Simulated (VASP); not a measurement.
# SiC (F-43m) in VASP: a series of runs, part 2 of 2

VASP 6.6.1. The steps go on from the part before.

## Step 3: Dielectric tensor, r2SCAN (strain -3.0%)

File INCAR:

```
SYSTEM = SiC
  PREC = Accurate
  ENCUT = 520
  EDIFF = 1E-8
  ISMEAR = 0
  SIGMA = 0.01
  LREAL = .FALSE.
  LASPH = .TRUE.
  NELM = 100
  ALGO = Normal
  ISIF = 2
  LWAVE = .FALSE.
  LCHARG = .FALSE.
  METAGGA = R2SCAN
  LMIXTAU = .TRUE.
  LCALCEPS = .TRUE.
```

File KPOINTS:

```
Automatic mesh
0
G
  8 8 8
  0 0 0
```

File POSCAR:

```
SiC
1.0
    0.0000000000      2.1127107805      2.1127107805
    2.1127107805      0.0000000000      2.1127107805
    2.1127107805      2.1127107805      0.0000000000
Si C
1 1
Direct
    0.0000000000      0.0000000000      0.0000000000
    0.2500000000      0.2500000000      0.2500000000
```

Potentials or basis: VASP PAW PBE potentials, release 64 (Si, C).

Run with:

```
> cat potpaw_PBE.64/Si/POTCAR potpaw_PBE.64/C/POTCAR > POTCAR
> mpirun -np 1 vasp_std > vasp.out
```

OUTCAR:

```text
SYSTEM = SiC
   PREC = Accurate
   ENCUT = 520
   EDIFF = 1E-8
   ISMEAR = 0
   LREAL = .FALSE.
   LASPH = .TRUE.
   NELM = 100
   ISIF = 2
   METAGGA = R2SCAN

 ion  position               nearest neighbor table
   1  0.000  0.000  0.000-   2 1.83   2 1.83   2 1.83   2 1.83
   2  0.250  0.250  0.250-   1 1.83   1 1.83   1 1.83   1 1.83

  LATTYP: Found a face centered cubic cell.
 ALAT       =     4.2254215610

  Lattice vectors:

 A1 = (   0.0000000000,   2.1127107805,   2.1127107805)
 A2 = (   2.1127107805,   0.0000000000,   2.1127107805)
 A3 = (   2.1127107805,   2.1127107805,   0.0000000000)

Analysis of symmetry for initial positions (statically):
=====================================================================
 Subroutine PRICEL returns:
 Original cell was already a primitive cell.

 Routine SETGRP: Setting up the symmetry group for a
 face centered cubic supercell.

 Subroutine GETGRP returns: Found 24 space group operations
 (whereof 24 operations were pure point group operations)
 out of a pool of 48 trial point group operations.

The static configuration has the point symmetry T_d .

Analysis of symmetry for dynamics (positions and initial velocities):
=====================================================================
 Subroutine PRICEL returns:
 Original cell was already a primitive cell.

 Routine SETGRP: Setting up the symmetry group for a
 face centered cubic supercell.

 Subroutine GETGRP returns: Found 24 space group operations
 (whereof 24 operations were pure point group operations)
 out of a pool of 48 trial point group operations.

The dynamic configuration has the point symmetry T_d .

 Subroutine INISYM returns: Found 24 space group operations
[... 409 lines left out ...]
      1      -3.1919      2.00000
      2       0.5344      2.00000
      3       5.0570      2.00000
      4       6.5802      2.00000
      5   10000.0000      0.00000
      6   10000.0000      0.00000
      7   10000.0000      0.00000
      8   10000.0000      0.00000

 [... further k-points ...]

------------------------ aborting loop because EDIFF is reached ----------------------------------------

            Ionic dipole moment: p[ion]=(     4.22542     4.22542     4.22542 ) |e| Angst

 Total electronic dipole moment: p[elc]=(     0.00178     0.00178     0.00728 ) |e| Angst

 MACROSCOPIC STATIC DIELECTRIC TENSOR (including local field effects)
 ------------------------------------------------------
           6.278180     0.000000     0.000000
           0.000000     6.278180    -0.000000
          -0.000000     0.000000     6.278180
 ------------------------------------------------------

 PIEZOELECTRIC TENSOR (including local field effects) (e Angst)
          XX          YY          ZZ          XY          YZ          ZX
  --------------------------------------------------------------------------------
  x    -0.00000     0.00000     0.00000    -0.00000    -1.18486    -0.00000
  y     0.00000     0.00000     0.00000     0.00000     0.00000    -1.18486
  z    -0.00000    -0.00000    -0.00000    -1.18486     0.00000     0.00000

 PIEZOELECTRIC TENSOR (including local field effects) (C/m^2)
          XX          YY          ZZ          XY          YZ          ZX
  --------------------------------------------------------------------------------
  x    -0.00000     0.00000     0.00000    -0.00000    -1.00653    -0.00000
  y     0.00000     0.00000     0.00000     0.00000     0.00000    -1.00653
  z    -0.00000    -0.00000    -0.00000    -1.00653     0.00000     0.00000

 BORN EFFECTIVE CHARGES (including local field effects) (in |e|, cummulative output)
 ---------------------------------------------------------------------------------
 ion    1
    1     2.75775     0.00000     0.00000
    2     0.00000     2.75775    -0.00000
    3     0.00000     0.00000     2.75775
 ion    2
    1    -2.75775    -0.00000    -0.00000
    2    -0.00000    -2.75775    -0.00000
    3     0.00000     0.00000    -2.75775

  FORCE on cell =-STRESS in cart. coord.  units (eV):
  Direction    XX          YY          ZZ          XY          YZ          ZX
  --------------------------------------------------------------------------------------
  -------------------------------------------------------------------------------------
  Total        2.8869501      2.8869501      2.8869501      0.0000000      0.0000000     -0.0000000
  in kB      245.2447493    245.2447493    245.2447493      0.0000000      0.0000000     -0.0000000
  external PRESSURE =     245.2447493 kB  Pullay stress =       0.0000000 kB

 VOLUME and BASIS-vectors are now :
 -----------------------------------------------------------------------------
  energy-cutoff  :      520.00
  volume of cell :       18.86
      direct lattice vectors                 reciprocal lattice vectors
     0.000000000  2.112710781  2.112710781    -0.236662777  0.236662777  0.236662777
     2.112710781  0.000000000  2.112710781     0.236662777 -0.236662777  0.236662777
     2.112710781  2.112710781  0.000000000     0.236662777  0.236662777 -0.236662777

 POSITION                                       TOTAL-FORCE (eV/Angst)
 -----------------------------------------------------------------------------------
      0.00000      0.00000      0.00000         0.000000      0.000000      0.000000
      1.05636      1.05636      1.05636        -0.000000     -0.000000     -0.000000
 -----------------------------------------------------------------------------------
    total drift:                               -0.000000     -0.000000     -0.000000

  FREE ENERGIE OF THE ION-ELECTRON SYSTEM (eV)
  ---------------------------------------------------
  free  energy   TOTEN  =       -19.1980475331 eV

  energy  without entropy=      -19.1980475331  energy(sigma->0) =      -19.19804753
```

OSZICAR:

```text
N       E                     dE             d eps       ncg     rms          rms(c)
DAV:   1    -0.567040114540E+00   -0.56704E+00   -0.44513E+03   480   0.881E+02
DAV:   2    -0.220296747294E+02   -0.21463E+02   -0.20929E+02   664   0.115E+02
[... 13 lines left out ...]
DMP:   9    -0.191980474339E+02   -0.13761E-07   -0.47604E-07  1200   0.129E-06  -0.195E-07
DMP:  10    -0.191980474683E+02   -0.34342E-07   -0.41913E-07  1200   0.769E-07   0.536E-07
DMP:  11    -0.191980474994E+02   -0.31097E-07   -0.26229E-07  1200   0.387E-07   0.517E-07
DMP:  12    -0.191980475186E+02   -0.19255E-07   -0.14031E-07  1200   0.189E-07   0.312E-07
DMP:  13    -0.191980475287E+02   -0.10046E-07   -0.65712E-08  1200   0.840E-08   0.155E-07
DMP:  14    -0.191980475331E+02   -0.43937E-08   -0.24485E-08  1200   0.317E-08   0.567E-08
   1 F= -.19198048E+02 E0= -.19198048E+02  d E =-.190205E-17
```

It took 31 min on 1 thread of AMD EPYC 7R43 (Zen 3), shared host; peak memory 0.19 GiB.

Results:

```yaml
Band_gap_on_the_k_mesh: 1.66 eV (least direct gap 5.17 eV)
Electronic_dielectric_tensor_diagonal: 6.28
Born_charges_mean_of_the_diagonal: Si +2.76; C -2.76 e
```

Electronic dielectric tensor:
```
6.28 0.00 0.00
0.00 6.28 0.00
0.00 0.00 6.28
```

Born effective charge tensors (e):
atom 1, Si
```
2.76 0.00 0.00
0.00 2.76 0.00
0.00 0.00 2.76
```
atom 2, C
```
-2.76  0.00  0.00
 0.00 -2.76  0.00
 0.00  0.00 -2.76
```

Dipole moments of the cell (e·Å, modulo the quantum): ionic 4.225, 4.225, 4.225; electronic 0.002, 0.002, 0.007

Caveat: the cell differs from its parent crystal (strain -3.0%); the PAW data sets were made with another functional, which shifts forces and pressure a little. A k mesh can miss the band edges.

## Step 4: Dielectric tensor, r2SCAN (strain -2.0%)

File INCAR:

```
ALGO     = Normal         # electronic algorithm
EDIFF    = 1E-8           # SCF threshold, eV
ENCUT    = 520            # plane-wave cutoff, eV
ISIF     = 2              # what is computed and relaxed
ISMEAR   = 0              # smearing method
LASPH    = True           # aspherical terms in the spheres
LCALCEPS = True         
LCHARG   = False          # write CHGCAR
LMIXTAU  = True         
LREAL    = False          # projectors in reciprocal space
LWAVE    = False          # write WAVECAR
METAGGA  = R2SCAN         # meta-GGA
NELM     = 80             # most SCF steps
PREC     = Accurate       # precision mode
SIGMA    = 0.01           # smearing width, eV
```

File KPOINTS:

```
k-points
0
Gamma
  8 8 8
```

File POSCAR:

```
SiC
1.0
    0.0000000000      2.1344913040      2.1344913040
    2.1344913040      0.0000000000      2.1344913040
    2.1344913040      2.1344913040      0.0000000000
Si C
1 1
Direct
    0.0000000000      0.0000000000      0.0000000000
    0.2500000000      0.2500000000      0.2500000000
```

Potentials or basis: VASP PAW PBE potentials, release 64 (Si, C).

Run with:

```
> cat potpaw_PBE.64/Si/POTCAR potpaw_PBE.64/C/POTCAR > POTCAR
> mpirun -np 1 vasp_std > vasp.out
```

OUTCAR:

```text
EDIFF = 1E-8
   ENCUT = 520
   ISIF = 2
   ISMEAR = 0
   LASPH = True
   LREAL = False
   METAGGA = R2SCAN
   NELM = 80
   PREC = Accurate

 ion  position               nearest neighbor table
   1  0.000  0.000  0.000-   2 1.85   2 1.85   2 1.85   2 1.85
   2  0.250  0.250  0.250-   1 1.85   1 1.85   1 1.85   1 1.85

  LATTYP: Found a face centered cubic cell.
 ALAT       =     4.2689826080

  Lattice vectors:

 A1 = (   0.0000000000,   2.1344913040,   2.1344913040)
 A2 = (   2.1344913040,   0.0000000000,   2.1344913040)
 A3 = (   2.1344913040,   2.1344913040,   0.0000000000)

Analysis of symmetry for initial positions (statically):
=====================================================================
 Subroutine PRICEL returns:
 Original cell was already a primitive cell.

 Routine SETGRP: Setting up the symmetry group for a
 face centered cubic supercell.

[... 459 lines left out ...]
  z     0.00000     0.00000    -0.00000    -1.20753    -0.00000     0.00000

 PIEZOELECTRIC TENSOR (including local field effects) (C/m^2)
          XX          YY          ZZ          XY          YZ          ZX
  --------------------------------------------------------------------------------
  x    -0.00000     0.00000     0.00000     0.00000    -0.99471     0.00000
  y    -0.00000    -0.00000    -0.00000     0.00000     0.00000    -0.99471
  z     0.00000     0.00000    -0.00000    -0.99471    -0.00000     0.00000

 BORN EFFECTIVE CHARGES (including local field effects) (in |e|, cummulative output)
 ---------------------------------------------------------------------------------
 ion    1
    1     2.73741    -0.00000     0.00000
    2    -0.00000     2.73741     0.00000
    3    -0.00000    -0.00000     2.73741
 ion    2
    1    -2.73741     0.00000     0.00000
    2     0.00000    -2.73741     0.00000
    3    -0.00000     0.00000    -2.73741

  FORCE on cell =-STRESS in cart. coord.  units (eV):
  Direction    XX          YY          ZZ          XY          YZ          ZX
  --------------------------------------------------------------------------------------
  -------------------------------------------------------------------------------------
  Total        1.8557700      1.8557700      1.8557700      0.0000000      0.0000000     -0.0000000
  in kB      152.8697582    152.8697582    152.8697582      0.0000000      0.0000000     -0.0000000
  external PRESSURE =     152.8697582 kB  Pullay stress =       0.0000000 kB

 VOLUME and BASIS-vectors are now :
 -----------------------------------------------------------------------------
  energy-cutoff  :      520.00
  volume of cell :       19.45
      direct lattice vectors                 reciprocal lattice vectors
     0.000000000  2.134491304  2.134491304    -0.234247851  0.234247851  0.234247851
     2.134491304  0.000000000  2.134491304     0.234247851 -0.234247851  0.234247851
     2.134491304  2.134491304  0.000000000     0.234247851  0.234247851 -0.234247851

 POSITION                                       TOTAL-FORCE (eV/Angst)
 -----------------------------------------------------------------------------------
      0.00000      0.00000      0.00000        -0.000000     -0.000000     -0.000000
      1.06725      1.06725      1.06725         0.000000      0.000000      0.000000
 -----------------------------------------------------------------------------------
    total drift:                               -0.000001     -0.000001     -0.000001

  FREE ENERGIE OF THE ION-ELECTRON SYSTEM (eV)
  ---------------------------------------------------
  free  energy   TOTEN  =       -19.2710501117 eV

  energy  without entropy=      -19.2710501117  energy(sigma->0) =      -19.27105011
```

stdout:

```text
POSCAR found type information on POSCAR SiC
 POSCAR found :  2 types and       2 ions
 scaLAPACK will be used
 -----------------------------------------------------------------------------
|                                                                             |
[... 112 lines left out ...]
 p_tot=(  0.427E+01  0.428E+01  0.427E+01 )
dp_tot=(  0.634E-06  0.576E-02  0.641E-06 )  diag[e(oo)]=(    ---    6.36164    ---   )
 final diagonalization full
 p_tot=(  0.427E+01  0.428E+01  0.427E+01 )
dp_tot=(  0.633E-06  0.574E-02  0.640E-06 )  diag[e(oo)]=(    ---    6.34137    ---   )
 -----------------------------------------------------------------
```

Run time: 27 min. Hardware: 1 thread of AMD EPYC 7R43 (Zen 3), shared host; peak memory 0.2 GiB.

What came out:

| Quantity | Value |
| --- | --- |
| Band gap on the k mesh | 1.68 eV (least direct gap 5.14 eV) |
| Electronic dielectric tensor (diagonal) | 6.34 |
| Born charges (mean of the diagonal) | Si +2.74; C -2.74 e |

Levels at points of the mesh, in eV from the valence-band top:
```tsv
k point	band 2	band 3	band 4	band 5	band 6	band 7
(0.00, 0.00, 0.00)	0.00	0.00	0.00	7.62	8.33	8.33
(0.50, 0.00, 0.00)	-9.17	-1.12	-1.12	6.60	8.03	8.03
(0.50, 0.50, 0.00)	-8.25	-3.45	-3.45	1.68	5.07	15.91
```

Electronic dielectric tensor:
```
6.34 0.00 0.00
0.00 6.34 0.00
0.00 0.00 6.34
```

Born effective charge tensors (e):
atom 1, Si
```
2.74 0.00 0.00
0.00 2.74 0.00
0.00 0.00 2.74
```
atom 2, C
```
-2.74  0.00  0.00
 0.00 -2.74  0.00
 0.00  0.00 -2.74
```

Dipole moments of the cell (e·Å, modulo the quantum): ionic 4.269, 4.269, 4.269; electronic 0.002, 0.002, 0.008

Caveat: the cell differs from its parent crystal (strain -2.0%); the PAW data sets were made with another functional, which shifts forces and pressure a little. A k mesh can miss the band edges.

## Step 5: Dielectric tensor, r2SCAN (strain -1.0%)

File INCAR:

```
SYSTEM = SiC
  PREC = Accurate
  ENCUT = 520
  EDIFF = 1E-8
  ISMEAR = 0
  SIGMA = 0.01
  LREAL = .FALSE.
  LASPH = .TRUE.
  NELM = 80
  ALGO = Normal
  ISIF = 2
  LWAVE = .FALSE.
  LCHARG = .FALSE.
  METAGGA = R2SCAN
  LMIXTAU = .TRUE.
  LCALCEPS = .TRUE.
```

File KPOINTS:

```
Automatic mesh
0
G
  8 8 8
  0 0 0
```

File POSCAR:

```
SiC
1.0
    0.0000000000      2.1562718275      2.1562718275
    2.1562718275      0.0000000000      2.1562718275
    2.1562718275      2.1562718275      0.0000000000
Si C
1 1
Direct
    0.0000000000      0.0000000000      0.0000000000
    0.2500000000      0.2500000000      0.2500000000
```

Potentials or basis: VASP PAW PBE potentials, release 64 (Si, C).

Run with:

```
> cat potpaw_PBE.64/Si/POTCAR potpaw_PBE.64/C/POTCAR > POTCAR
> mpirun -np 1 vasp_std > vasp.out
```

OUTCAR:

```text
SYSTEM = SiC
   PREC = Accurate
   ENCUT = 520
   EDIFF = 1E-8
   ISMEAR = 0
   LREAL = .FALSE.
   LASPH = .TRUE.
   NELM = 80
   ISIF = 2
   METAGGA = R2SCAN

 ion  position               nearest neighbor table
   1  0.000  0.000  0.000-   2 1.87   2 1.87   2 1.87   2 1.87
   2  0.250  0.250  0.250-   1 1.87   1 1.87   1 1.87   1 1.87

  LATTYP: Found a face centered cubic cell.
 ALAT       =     4.3125436550

  Lattice vectors:

 A1 = (   0.0000000000,   2.1562718275,   2.1562718275)
 A2 = (   2.1562718275,   0.0000000000,   2.1562718275)
[... 486 lines left out ...]
    3     0.00000    -0.00000    -2.71684

  FORCE on cell =-STRESS in cart. coord.  units (eV):
  Direction    XX          YY          ZZ          XY          YZ          ZX
  --------------------------------------------------------------------------------------
  -------------------------------------------------------------------------------------
  Total        0.8880643      0.8880643      0.8880643     -0.0000000      0.0000000      0.0000000
  in kB       70.9601384     70.9601384     70.9601384     -0.0000000      0.0000000      0.0000000
  external PRESSURE =      70.9601384 kB  Pullay stress =       0.0000000 kB

 VOLUME and BASIS-vectors are now :
 -----------------------------------------------------------------------------
  energy-cutoff  :      520.00
  volume of cell :       20.05
      direct lattice vectors                 reciprocal lattice vectors
     0.000000000  2.156271827  2.156271827    -0.231881711  0.231881711  0.231881711
     2.156271827  0.000000000  2.156271827     0.231881711 -0.231881711  0.231881711
     2.156271827  2.156271827  0.000000000     0.231881711  0.231881711 -0.231881711

 POSITION                                       TOTAL-FORCE (eV/Angst)
 -----------------------------------------------------------------------------------
      0.00000      0.00000      0.00000        -0.000000      0.000000     -0.000000
      1.07814      1.07814      1.07814         0.000000     -0.000000      0.000000
 -----------------------------------------------------------------------------------
    total drift:                               -0.000001     -0.000001     -0.000001

  FREE ENERGIE OF THE ION-ELECTRON SYSTEM (eV)
  ---------------------------------------------------
  free  energy   TOTEN  =       -19.3129113578 eV

  energy  without entropy=      -19.3129113578  energy(sigma->0) =      -19.31291136
```

OSZICAR:

```text
N       E                     dE             d eps       ncg     rms          rms(c)
DAV:   1    -0.666580435784E+00   -0.66658E+00   -0.42113E+03   480   0.879E+02
DAV:   2    -0.220763012791E+02   -0.21410E+02   -0.19455E+02   704   0.112E+02
[... 13 lines left out ...]
DMP:   9    -0.193129112546E+02   -0.12250E-07   -0.48928E-07  1200   0.137E-06  -0.285E-07
DMP:  10    -0.193129112890E+02   -0.34348E-07   -0.42962E-07  1200   0.813E-07   0.503E-07
DMP:  11    -0.193129113206E+02   -0.31600E-07   -0.27753E-07  1200   0.426E-07   0.515E-07
DMP:  12    -0.193129113411E+02   -0.20517E-07   -0.15762E-07  1200   0.218E-07   0.339E-07
DMP:  13    -0.193129113526E+02   -0.11478E-07   -0.77005E-08  1200   0.973E-08   0.183E-07
DMP:  14    -0.193129113578E+02   -0.52286E-08   -0.29029E-08  1200   0.356E-08   0.711E-08
   1 F= -.19312911E+02 E0= -.19312911E+02  d E =-.112652E-16
```

Wall time 34 min (1 thread of AMD EPYC 7R43 (Zen 3), shared host); peak memory 0.2 GiB.

Results:

```
Band gap on the k mesh                  : 1.70 eV (least direct gap 5.10 eV)
Electronic dielectric tensor (diagonal) : 6.41
Born charges (mean of the diagonal)     : Si +2.72; C -2.72 e
```

Electronic dielectric tensor:
```
6.41 0.00 0.00
0.00 6.41 0.00
0.00 0.00 6.41
```

Born effective charge tensors (e):
atom 1, Si
```
2.72 0.00 0.00
0.00 2.72 0.00
0.00 0.00 2.72
```
atom 2, C
```
-2.72  0.00  0.00
 0.00 -2.72  0.00
 0.00  0.00 -2.72
```

Dipole moments of the cell (e·Å, modulo the quantum): ionic 4.313, 4.313, 4.313; electronic 0.002, 0.002, 0.008

Caveat: the cell differs from its parent crystal (strain -1.0%); the PAW data sets were made with another functional, which shifts forces and pressure a little. A k mesh can miss the band edges.

## Step 6: Overview

```csv
cell,gap on the mesh (eV)
"a = 2.957 Å, angles 60.0°, 2 atoms",1.63
"a = 2.988 Å, angles 60.0°, 2 atoms",1.66
"a = 3.019 Å, angles 60.0°, 2 atoms",1.68
"a = 3.049 Å, angles 60.0°, 2 atoms",1.70
```

Alike in all rows: task dielectric tensor; level r2SCAN; potentials or basis VASP PAW PBE potentials, release 64 (Si, C); no spin polarisation; k mesh 8 × 8 × 8; cutoff (eV) 520; smearing gaussian 0.01 eV.

Caveats: the PAW data sets were made with another functional, which shifts forces and pressure a little.

Total energies depend on the potentials used, so only differences within one code and one set of settings carry meaning.
